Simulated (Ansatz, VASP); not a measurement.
P: VASP beside Ansatz

```
P
1.0
     3.26100    0.00000    0.00000
    -1.63050    2.82411    0.00000
     0.00000    0.00000   28.00000
P
2
Cartesian
  0.0000 1.8827 14.9340
  1.6305 0.9414 13.0660
```

Alike in both runs: task single point; functional PBE; dispersion D3(BJ); k mesh 9 × 9 × 1; occupations gaussian, width 0.02 eV; no spin polarisation.

|  | VASP | Ansatz |
| --- | --- | --- |
| version | VASP 6.6.1 | Ansatz 0.2.0 |
| potentials or method | VASP PAW PBE potentials, release 64 (P), cutoff 520 eV | scalar-relativistic, plane waves, PAW |
| valence electrons in the cell | 10 | 10 |

```tsv
	VASP	Ansatz	Ansatz less VASP
gap on the k mesh at the Fermi level (eV)	none	none	-
rms of the force components (eV/Å)	2.338	2.326	-0.0124
```

Atom by atom the forces differ by 0.012 eV/Å (rms over components). A gap of «none» marks a metal or a gap that the smearing closes.
